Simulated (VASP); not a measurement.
# CdI2 (P-3m1) in VASP: further runs, part 2 of 2

VASP 6.6.1.

## (4) Relaxation of shape and atoms at fixed volume, PBE (43.14 Å³/atom)

This run uses another cell than the first one, of 43.14 Å³/atom.

Contents of INCAR:

```
  PREC = Accurate
  ENCUT = 500
  EDIFF = 1E-7
  ISMEAR = 0
  SIGMA = 0.05
  LREAL = F
  LASPH = T
  NELM = 120
  ALGO = Normal
  ISIF = 4
  LWAVE = F
  LCHARG = F
  GGA = PE
  IBRION = 2
  NSW = 60
  EDIFFG = -0.01
  GGA_COMPAT = F
  NELMIN = 4
```

Contents of KPOINTS:

```
regular mesh
0
Gamma
  10 10 6
```

Contents of POSCAR:

```
CdI2
1.0
    4.3583862523      0.0000000000      0.0000000000
   -2.1791931261      3.7744732140      0.0000000000
    0.0000000000      0.0000000000      7.8668903476
Cd I
1 2
Direct
    0.0000000000      0.0000000000      0.0000000000
    0.3333333333      0.6666666667      0.2199462841
    0.6666666667      0.3333333333      0.7800537159
```

Potentials or basis: VASP PAW PBE potentials, release 64 (Cd, I).

The run is started by

```
cat potpaw_PBE.64/Cd/POTCAR potpaw_PBE.64/I/POTCAR > POTCAR
mpirun -np 1 vasp_std > vasp.out
```

OUTCAR:

```text
PREC = Accurate
   ENCUT = 500
   EDIFF = 1E-7
   ISMEAR = 0
   LREAL = F
   LASPH = T
   NELM = 120
   ISIF = 4
   GGA = PE
   IBRION = 2
   NSW = 60
   EDIFFG = -0.01
   NELMIN = 4

 ion  position               nearest neighbor table
   1  0.000  0.000  0.000-   2 3.05   3 3.05   2 3.05   3 3.05   3 3.05   2 3.05
   2  0.333  0.667  0.220-   1 3.05   1 3.05   1 3.05
   3  0.667  0.333  0.780-   1 3.05   1 3.05   1 3.05

  LATTYP: Found a hexagonal cell.
 ALAT       =     4.3583862523
 C/A-ratio  =     1.8050007255

  Lattice vectors:

 A1 = (   4.3583862523,   0.0000000000,   0.0000000000)
 A2 = (  -2.1791931261,   3.7744732140,   0.0000000000)
 A3 = (   0.0000000000,   0.0000000000,   7.8668903476)

Analysis of symmetry for initial positions (statically):
=====================================================================
 Subroutine PRICEL returns:
 Original cell was already a primitive cell.

 Routine SETGRP: Setting up the symmetry group for a
 hexagonal supercell.

 Subroutine GETGRP returns: Found 12 space group operations
 (whereof 12 operations were pure point group operations)
 out of a pool of 24 trial point group operations.

The static configuration has the point symmetry D_3d.

Analysis of symmetry for dynamics (positions and initial velocities):
=====================================================================
 Subroutine PRICEL returns:
 Original cell was already a primitive cell.

 Routine SETGRP: Setting up the symmetry group for a
 hexagonal supercell.

 Subroutine GETGRP returns: Found 12 space group operations
 (whereof 12 operations were pure point group operations)
 out of a pool of 24 trial point group operations.

The dynamic configuration has the point symmetry D_3d.
[... 125 lines left out ...]
   LORBIT       =      0    0 simple, 1 ext, 2 COOP (PROOUT), +10 PAW based schemes
   GGA     = PE    functional components
   LHFCALC =     F    Hartree Fock is set to
   AEXX    =    0.0000 exact exchange contribution
   IVDW    =     0    specifies the selected vdW correction
   LEPSILON=     F    determine dielectric tensor
   LRPA    =     F    only Hartree local field effects (RPA)
 conjugate gradient relaxation of ions
 non-spin polarized calculation
 Gauss-broadening in eV      SIGMA  =   0.05
  energy-cutoff  :      500.00
  volume of cell :      129.42
 maximum number of plane-waves:      3312
   NGX = 15   NGY = 15   NGZ = 29

--------------------------------------- Ionic step        1  -------------------------------------------

 number of electron      26.0000013 magnetization

 Free energy of the ion-electron system (eV)
  ---------------------------------------------------
  ext. energy  EPLUGINS =         0.00000000
  ---------------------------------------------------
  free energy    TOTEN  =        -5.54742566 eV

  energy without entropy =       -5.54742566  energy(sigma->0) =       -5.54742566

------------------------ aborting loop because EDIFF is reached ----------------------------------------

  FORCE on cell =-STRESS in cart. coord.  units (eV):
  Direction    XX          YY          ZZ          XY          YZ          ZX
  --------------------------------------------------------------------------------------
  -------------------------------------------------------------------------------------
  Total       -0.3351046     -0.3351046     -0.3063366     -0.0000000      0.0000000     -0.0000000
  in kB       -4.1486408     -4.1486408     -3.7924886     -0.0000000      0.0000000     -0.0000000
  external PRESSURE =      -4.0299234 kB  Pullay stress =       0.0000000 kB
[... 172 lines left out ...]
--------------------------------------- Ionic step        6  -------------------------------------------

 number of electron      26.0000015 magnetization

 Free energy of the ion-electron system (eV)
  ---------------------------------------------------
  ext. energy  EPLUGINS =         0.00000000
  ---------------------------------------------------
  free energy    TOTEN  =        -5.54992951 eV

  energy without entropy =       -5.54992951  energy(sigma->0) =       -5.54992951

 E-fermi :   0.6538     XC(G=0):  -7.5806

 val. band max:        0.4412874186   @ k =   0.1000  -0.0000   0.1667
 cond. band min:       2.8676883897   @ k =   0.5000  -0.0000   0.5000
 fundamental gap:      2.4264009711
 Fermi energy:         0.6538339648

 k-point     1 :       0.0000    0.0000    0.0000
  band No.  band energies     occupation
      1     -11.2932      2.00000
      2     -10.8075      2.00000
      3      -6.9889      2.00000
      4      -6.9889      2.00000
      5      -6.8784      2.00000
      6      -6.8170      2.00000
[... 457 lines left out ...]
      4      -6.8916      2.00000
      5      -6.8023      2.00000
      6      -6.7652      2.00000
[... 9 lines left out ...]
     16       6.8165      0.00000
     17       7.1757      0.00000

 [... further k-points ...]

------------------------ aborting loop because EDIFF is reached ----------------------------------------

  FORCE on cell =-STRESS in cart. coord.  units (eV):
  Direction    XX          YY          ZZ          XY          YZ          ZX
  --------------------------------------------------------------------------------------
  -------------------------------------------------------------------------------------
  Total       -0.0176572     -0.0176572     -0.0170160     -0.0000000     -0.0000000     -0.0000000
  in kB       -0.2185988     -0.2185988     -0.2106607     -0.0000000     -0.0000000     -0.0000000
  external PRESSURE =      -0.2159528 kB  Pullay stress =       0.0000000 kB
[... 18 lines left out ...]
  FREE ENERGIE OF THE ION-ELECTRON SYSTEM (eV)
  ---------------------------------------------------
  free  energy   TOTEN  =        -5.5499295079 eV

  energy  without entropy=       -5.5499295078  energy(sigma->0) =       -5.54992951

 reached required accuracy - stopping structural energy minimisation
```

CONTCAR:

```text
CdI2
   1.00000000000000
     4.3366784853038736   -0.0000000000028071   -0.0000000000000000
    -2.1683392426046160    3.7556737363229815   -0.0000000000000000
    -0.0000000000000001   -0.0000000000000000    7.9458447984347105
  Cd              I
     1     2
Direct
     1.0000000000000000    0.0000000000000000    0.0000000000000000
     0.3333333332999970    0.6666666667000030    0.2164350800350200
     0.6666666667000030    0.3333333332999970    0.7835649199649799

  0.00000000E+00  0.00000000E+00  0.00000000E+00
  0.00000000E+00  0.00000000E+00  0.00000000E+00
  0.00000000E+00  0.00000000E+00  0.00000000E+00
```

Wall time 11 min (1 thread of Oxide Virtual Turin-like, shared host); peak memory 0.31 GiB.

What came out:

- Free energy: -5.5499 eV
- Energy gained by relaxing: 0.8 meV/atom
- Ionic steps: 6
- Pressure after relaxing: 0.0 GPa
- Band gap on the k mesh: 2.43 eV (least direct gap 2.54 eV)

The path:
```csv
step,energy change (eV),largest force (eV/Å),pressure (GPa),volume (Å³)
1,0.0000,0.0853,-0.40,129.42
2,-0.0006,0.0687,-0.35,129.42
3,-0.0018,0.0181,-0.19,129.42
4,-0.0019,0.0061,-0.11,129.42
5,-0.0023,0.0044,-0.08,129.42
6,-0.0025,0.0018,-0.02,129.42
```

Final structure:
```cif
data_structure
_symmetry_space_group_name_H-M 'P 1'
_symmetry_Int_Tables_number 1
_cell_length_a 4.3367
_cell_length_b 4.3367
_cell_length_c 7.9458
_cell_angle_alpha 90.000
_cell_angle_beta 90.000
_cell_angle_gamma 120.000
_cell_volume 129.42
loop_
_atom_site_label
_atom_site_type_symbol
_atom_site_fract_x
_atom_site_fract_y
_atom_site_fract_z
_atom_site_occupancy
Cd1 Cd 0.00000 0.00000 0.00000 1
I1 I 0.33333 0.66667 0.21644 1
I2 I 0.66667 0.33333 0.78356 1
```

Levels at points of the mesh, in eV from the valence-band top:
```
           k point  band 10  band 11  band 12  band 13  band 14  band 15  band 16  band 17
(0.00, 0.00, 0.00)    -0.26    -0.26    -0.04    -0.04     2.50     4.54     6.27     6.27
(0.50, 0.00, 0.00)    -1.43    -1.25    -0.40    -0.16     2.52     5.11     6.34     6.80
(0.00, 0.00, 0.50)    -0.28    -0.28    -0.02    -0.02     3.06     4.50     6.22     6.22
(0.50, 0.00, 0.50)    -1.24    -1.22    -0.38    -0.21     2.43     5.14     6.09     6.52
```

Caveat: spin-orbit coupling is left out, which moves the levels of the heavy elements; this functional lacks dispersion, which binds layers or chains, so the pressure and a relaxed spacing across them are unreliable. PBE gaps usually lie below the measured ones, often by a third to a half.

## (5) Relaxation of shape and atoms at fixed volume, PBE (43.98 Å³/atom)

This run uses another cell than the first one, of 43.98 Å³/atom.

Contents of INCAR:

```
SYSTEM = CdI2
PREC     = Accurate       ! precision mode
ENCUT    = 500            ! plane-wave cutoff, eV
EDIFF    = 1E-7           ! SCF threshold, eV
ISMEAR   = 0              ! smearing method
SIGMA    = 0.05           ! smearing width, eV
LREAL    = .FALSE.        ! projectors in reciprocal space
LASPH    = .TRUE.         ! aspherical terms in the spheres
NELM     = 120            ! most SCF steps
ALGO     = Normal         ! electronic algorithm
ISIF     = 4              ! what is computed and relaxed
LWAVE    = .FALSE.        ! write WAVECAR
LCHARG   = .FALSE.        ! write CHGCAR
GGA      = PE             ! functional
IBRION   = 2              ! ionic algorithm
NSW      = 60             ! ionic steps
EDIFFG   = -0.01          ! ionic threshold
GGA_COMPAT= .FALSE.      
NELMIN   = 4
```

Contents of KPOINTS:

```
regular mesh
0
G
  10 10 6
  0 0 0
```

Contents of POSCAR:

```
CdI2
1.0
    4.3662394958      0.0000000000      0.0000000000
   -2.1831197479      3.7812743224      0.0000000000
    0.0000000000      0.0000000000      7.9923149326
Cd I
1 2
Direct
    0.0000000000      0.0000000000      0.0000000000
    0.3333333333      0.6666666667      0.2162764909
    0.6666666667      0.3333333333      0.7837235091
```

The run is started by

```
cat potpaw_PBE.64/Cd/POTCAR potpaw_PBE.64/I/POTCAR > POTCAR
mpirun -np 1 vasp_std > vasp.out
```

Wall time 17 min (1 thread of Oxide Virtual Turin-like, shared host); peak memory 0.31 GiB.

The run converged. Its results:

```
Free energy               : -5.5494 eV
Energy gained by relaxing : 1.1 meV/atom
Ionic steps               : 7
Pressure after relaxing   : 0.0 GPa
Band gap on the k mesh    : 2.44 eV (least direct gap 2.55 eV)
```

The path:
```tsv
step	energy change (eV)	largest force (eV/Å)	pressure (GPa)	volume (Å³)
1	0.0000	0.0900	-0.47	131.95
2	-0.0008	0.0740	-0.41	131.95
3	-0.0023	0.0249	-0.24	131.95
4	-0.0017	0.0772	0.10	131.95
5	-0.0026	0.0129	-0.12	131.95
6	-0.0031	0.0068	-0.08	131.95
7	-0.0032	0.0010	-0.05	131.95
```

Final structure:
```
Cd I
1.0
     4.33946    0.00000    0.00000
    -2.16973    3.75809    0.00000
     0.00000    0.00000    8.09125
Cd I
1 2
Direct
  0.00000 0.00000 0.00000
  0.33333 0.66667 0.21246
  0.66667 0.33333 0.78754
```

Levels at points of the mesh, in eV from the valence-band top:
| k point | band 11 | band 12 | band 13 | band 14 | band 15 | band 16 |
| --- | --- | --- | --- | --- | --- | --- |
| (0.00, 0.00, 0.00) | -0.26 | -0.03 | -0.03 | 2.52 | 4.54 | 6.27 |
| (0.50, 0.00, 0.00) | -1.25 | -0.39 | -0.16 | 2.52 | 5.12 | 6.36 |
| (0.00, 0.00, 0.50) | -0.27 | -0.02 | -0.02 | 3.03 | 4.50 | 6.23 |
| (0.50, 0.00, 0.50) | -1.22 | -0.37 | -0.20 | 2.44 | 5.15 | 6.11 |

Caveat: spin-orbit coupling is left out, which moves the levels of the heavy elements; this functional lacks dispersion, which binds layers or chains, so the pressure and a relaxed spacing across them are unreliable. Expect the measured gap to be larger: semilocal functionals such as PBE lack the derivative discontinuity.

## (6) Summary

```csv
task,cell,smearing,gap on the mesh (eV),pressure (GPa),relaxed volume (Å³/atom)
relaxation of cell and atoms,"relaxed from a = 4.330, b = 4.330, c = 7.815 Å, angles 90.0, 90.0, 120.0°, 3 atoms, atomic positions A",gaussian 0.05 eV,2.42,0.0,42.43
single point,"a = 4.330, b = 4.330, c = 7.815 Å, angles 90.0, 90.0, 120.0°, 3 atoms, atomic positions A",tetrahedron,2.42,0.1,-
relaxation of shape and atoms at fixed volume,"relaxed from a = 4.358, b = 4.358, c = 7.867 Å, angles 90.0, 90.0, 120.0°, 3 atoms, atomic positions A",gaussian 0.05 eV,2.43,0.0,43.14
relaxation of shape and atoms at fixed volume,"relaxed from a = 4.366, b = 4.366, c = 7.992 Å, angles 90.0, 90.0, 120.0°, 3 atoms, atomic positions B",gaussian 0.05 eV,2.44,0.0,43.98
```

Alike in all rows: level PBE; potentials or basis VASP PAW PBE potentials, release 64 (Cd, I); no spin polarisation; k mesh 10 × 10 × 6; cutoff (eV) 500.

Caveats: spin-orbit coupling is left out, which moves the levels of the heavy elements; this functional lacks dispersion, which binds layers or chains, so the pressure and a relaxed spacing across them are unreliable.

Total energies depend on the potentials used, so only differences within one code and one set of settings carry meaning.
